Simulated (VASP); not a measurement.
Here is a VASP 6.6.1 calculation.

INCAR

```
ALGO = Fast ; EDIFF = 1E-6
ENCUT = 520 ; GGA = PE
ISIF = 2 ; ISMEAR = 0
LASPH = T ; LCHARG = F
LREAL = F ; LWAVE = F
NBANDS = 10 ; NELM = 80
PREC = Accurate ; SIGMA = 0.15
```

File KPOINTS:

```
k-points
0
Gamma
  14 14 14
```

POSCAR

```
K
1.0
   -2.0156190178      2.6537686682      2.6537686682
    2.6537686682     -2.0156190178      2.6537686682
    2.6537686682      2.6537686682     -2.0156190178
K
1
Direct
    0.0000000000      0.0000000000      0.0000000000
```

Potentials or basis: VASP PAW PBE potentials, release 64 (K_sv).

Run with:

```bash
$ cat potpaw_PBE.64/K_sv/POTCAR > POTCAR
$ mpirun -np 1 vasp_std > vasp.out
```

Q: Predict the pressure.

A: 0.2 GPa.

Stress tensor (GPa, compression positive):
```
 0.22 -0.27 -0.27
-0.27  0.22 -0.27
-0.27 -0.27  0.22
```
